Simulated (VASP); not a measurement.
# FeO (Fm-3m) in VASP: settings compared, part 2 of 2

VASP 6.6.1.

## (3) Single point, PBE+D4, collinear spin, ferromagnetic start

This run uses another cell than the first one, of 9.61 Å³/atom.

Contents of INCAR:

```
SYSTEM = FeO
ALGO = Normal
EDIFF = 1E-6
ENCUT = 700
GGA = PE
GGA_COMPAT = .FALSE.
ISIF = 2
ISMEAR = -1
ISPIN = 2
IVDW = 13
LASPH = .TRUE.
LCHARG = .TRUE.
LELF = .TRUE.
LMAXMIX = 4
LORBIT = 11
LREAL = .FALSE.
LVHAR = .TRUE.
LWAVE = .FALSE.
MAGMOM = 3 0
NBANDS = 22
NELM = 200
PREC = Accurate
SIGMA = 0.05
```

Contents of KPOINTS:

```
k-points
0
G
  11 11 11
  0 0 0
```

Contents of POSCAR:

```
FeO
1.0
    0.0000000000      2.1262694020      2.1262694020
    2.1262694020      0.0000000000      2.1262694020
    2.1262694020      2.1262694020      0.0000000000
Fe O
1 1
Direct
    0.0000000000      0.0000000000      0.0000000000
    0.5000000000      0.5000000000      0.5000000000
```

Potentials or basis: VASP PAW PBE potentials, release 64 (Fe_sv, O).

Started as:

```bash
$ cat potpaw_PBE.64/Fe_sv/POTCAR potpaw_PBE.64/O/POTCAR > POTCAR
$ mpirun -np 1 vasp_std > vasp.out
```

OUTCAR:

```text
SYSTEM = FeO
   EDIFF = 1E-6
   ENCUT = 700
   GGA = PE
   ISIF = 2
   ISMEAR = -1
   ISPIN = 2
   IVDW = 13
   LASPH = .TRUE.
   LORBIT = 11
   LREAL = .FALSE.
   NELM = 200
   PREC = Accurate

 ion  position               nearest neighbor table
   1  0.000  0.000  0.000-   2 2.13   2 2.13   2 2.13   2 2.13   2 2.13   2 2.13
   2  0.500  0.500  0.500-   1 2.13   1 2.13   1 2.13   1 2.13   1 2.13   1 2.13

  LATTYP: Found a face centered cubic cell.
 ALAT       =     4.2525388040

  Lattice vectors:

 A1 = (   0.0000000000,   2.1262694020,   2.1262694020)
 A2 = (   2.1262694020,   0.0000000000,   2.1262694020)
 A3 = (   2.1262694020,   2.1262694020,   0.0000000000)

Analysis of symmetry for initial positions (statically):
=====================================================================
 Subroutine PRICEL returns:
 Original cell was already a primitive cell.

 Routine SETGRP: Setting up the symmetry group for a
 face centered cubic supercell.

 Subroutine GETGRP returns: Found 48 space group operations
 (whereof 48 operations were pure point group operations)
 out of a pool of 48 trial point group operations.

The static configuration has the point symmetry O_h .

Analysis of symmetry for dynamics (positions and initial velocities):
=====================================================================
 Subroutine PRICEL returns:
 Original cell was already a primitive cell.

 Routine SETGRP: Setting up the symmetry group for a
 face centered cubic supercell.

 Subroutine GETGRP returns: Found 48 space group operations
 (whereof 48 operations were pure point group operations)
 out of a pool of 48 trial point group operations.

The dynamic configuration has the point symmetry O_h .

Analysis of structural, dynamic, and magnetic symmetry:
=====================================================================
 Subroutine PRICEL returns:
 Original cell was already a primitive cell.

 Routine SETGRP: Setting up the symmetry group for a
 face centered cubic supercell.

[... 148 lines left out ...]
  free energy    TOTEN  =       -15.02802755 eV

  energy without entropy =      -15.01704364  energy(sigma->0) =      -15.02253560

 E-fermi :  10.4039     XC(G=0): -12.7676

 val. band max:       10.3968311990   @ k =  -0.2727   0.3636   0.0909
 cond. band min:      10.4039169355   @ k =  -0.3636   0.2727   0.0909
 fundamental gap:      0.0070857364
 Fermi energy:        10.4038944919

 spin component 1

 k-point     1 :       0.0000    0.0000    0.0000
  band No.  band energies     occupation
      1     -79.4949      1.00000
      2     -45.5213      1.00000
      3     -45.5213      1.00000
      4     -45.5213      1.00000
      5     -10.7190      1.00000
      6       6.3830      1.00000
[... 589 lines left out ...]
     21      37.3729      0.00000
     22      39.0839      0.00000

 [... further k-points ...]

 spin component 2

 k-point     1 :       0.0000    0.0000    0.0000
  band No.  band energies     occupation
      1     -75.3333      1.00000
      2     -41.4532      1.00000
      3     -41.4532      1.00000
      4     -41.4532      1.00000
      5     -10.1793      1.00000
      6       6.9494      1.00000
[... 589 lines left out ...]
     21      38.1616      0.00000
     22      39.8912      0.00000

 [... further k-points ...]

------------------------ aborting loop because EDIFF is reached ----------------------------------------

  DFT-D4 for vdW energy calculation

  Edisp (eV):   -0.49579

  FORCE on cell =-STRESS in cart. coord.  units (eV):
  Direction    XX          YY          ZZ          XY          YZ          ZX
  --------------------------------------------------------------------------------------
  -------------------------------------------------------------------------------------
  Total       0.42098     0.42098     0.42098     0.00000    -0.00000     0.00000
  in kB      35.08200    35.08200    35.08200     0.00000    -0.00000     0.00000
  external pressure =       35.08 kB  Pullay stress =        0.00 kB

 VOLUME and BASIS-vectors are now :
 -----------------------------------------------------------------------------
  energy-cutoff  :      700.00
  volume of cell :       19.23
      direct lattice vectors                 reciprocal lattice vectors
     0.000000000  2.126269402  2.126269402    -0.235153645  0.235153645  0.235153645
     2.126269402  0.000000000  2.126269402     0.235153645 -0.235153645  0.235153645
     2.126269402  2.126269402  0.000000000     0.235153645  0.235153645 -0.235153645

 POSITION                                       TOTAL-FORCE (eV/Angst)
 -----------------------------------------------------------------------------------
      0.00000      0.00000      0.00000        -0.000000     -0.000000     -0.000000
      2.12627      2.12627      2.12627         0.000000      0.000000      0.000000
 -----------------------------------------------------------------------------------
    total drift:                                0.000000      0.000000      0.000000

  FREE ENERGIE OF THE ION-ELECTRON SYSTEM (eV)
  ---------------------------------------------------
  free  energy   TOTEN  =       -15.5238220620 eV

  energy  without entropy=      -15.5128381517  energy(sigma->0) =      -15.51833011

 total charge

# of ion       s       p       d       tot
------------------------------------------
    1        2.106   6.003   5.525  13.634
    2        1.552   3.465   0.000   5.017
--------------------------------------------------
tot          3.658   9.468   5.525  18.651

 magnetization (x)

# of ion       s       p       d       tot
------------------------------------------
    1        0.015   0.011   3.448   3.475
    2        0.032   0.273   0.000   0.305
--------------------------------------------------
tot          0.047   0.284   3.448   3.779
```

OSZICAR:

```text
N       E                     dE             d eps       ncg     rms          rms(c)
DAV:   1     0.333453317658E+03    0.33345E+03   -0.13994E+04  5012   0.159E+03
DAV:   2     0.163906561521E+01   -0.33181E+03   -0.31249E+03  5132   0.503E+02
DAV:   3    -0.172164022881E+02   -0.18855E+02   -0.18577E+02  5846   0.137E+02
DAV:   4    -0.175397123599E+02   -0.32331E+00   -0.32321E+00  5566   0.194E+01
DAV:   5    -0.175483854182E+02   -0.86731E-02   -0.86728E-02  5990   0.335E+00    0.173E+01
DAV:   6    -0.154916414574E+02    0.20567E+01   -0.14973E+01  7908   0.560E+01    0.250E+01
DAV:   7    -0.150523767848E+02    0.43926E+00   -0.22276E+00  7006   0.302E+01    0.113E+01
DAV:   8    -0.150418983785E+02    0.10478E-01   -0.10587E-01  5812   0.309E+00    0.616E+00
DAV:   9    -0.150276143371E+02    0.14284E-01   -0.30344E-02  7336   0.252E+00    0.917E-01
DAV:  10    -0.150277910793E+02   -0.17674E-03   -0.60174E-03  6370   0.115E+00    0.149E-01
DAV:  11    -0.150279886736E+02   -0.19759E-03   -0.64023E-04  6450   0.217E-01    0.687E-02
DAV:  12    -0.150280182113E+02   -0.29538E-04   -0.39970E-05  5974   0.626E-02    0.338E-02
DAV:  13    -0.150280280709E+02   -0.98596E-05   -0.20428E-05  5648   0.440E-02    0.114E-02
DAV:  14    -0.150280275504E+02    0.52059E-06   -0.93461E-07  4554   0.107E-02
   1 F= -.15523822E+02 E0= -.15518330E+02  d E =-.109839E-01  mag=     3.9994
```

stdout:

```text
POSCAR found type information on POSCAR FeO
 POSCAR found :  2 types and       2 ions
 scaLAPACK will be used
 LDA part: xc-table for (Slater+PW92), standard interpolation
 POSCAR, INCAR and KPOINTS ok, starting setup
 FFT: planning ... GRIDC
 FFT: planning ... GRID_SOFT
 FFT: planning ... GRID
 WAVECAR not read
 entering main loop
```

It took 57 s on 1 thread of Intel Xeon Platinum 8488C (Sapphire Rapids), shared host; peak memory 0.21 GiB.

Results:

* Free energy: -15.5238 eV
* Pressure: 3.5 GPa
* Band gap on the k mesh: zero (filled and empty bands overlap)
* Net moment: 4.00 μB per cell
* Site moments: Fe +3.48; O +0.30 μB
* Valence electrons inside the program's atomic spheres: Fe 13.63; O 5.02
* Dispersion energy per atom: -0.248 eV

Caveat: the cell stands under pressure; a cell with one magnetic atom can't hold antiferromagnetic order, which such compounds often take; semilocal functionals often make such compounds metallic where correlation or magnetic order opens a gap, which also shifts bond lengths.

The gap in the log of VASP goes by the Fermi energy; the results here count the filled bands.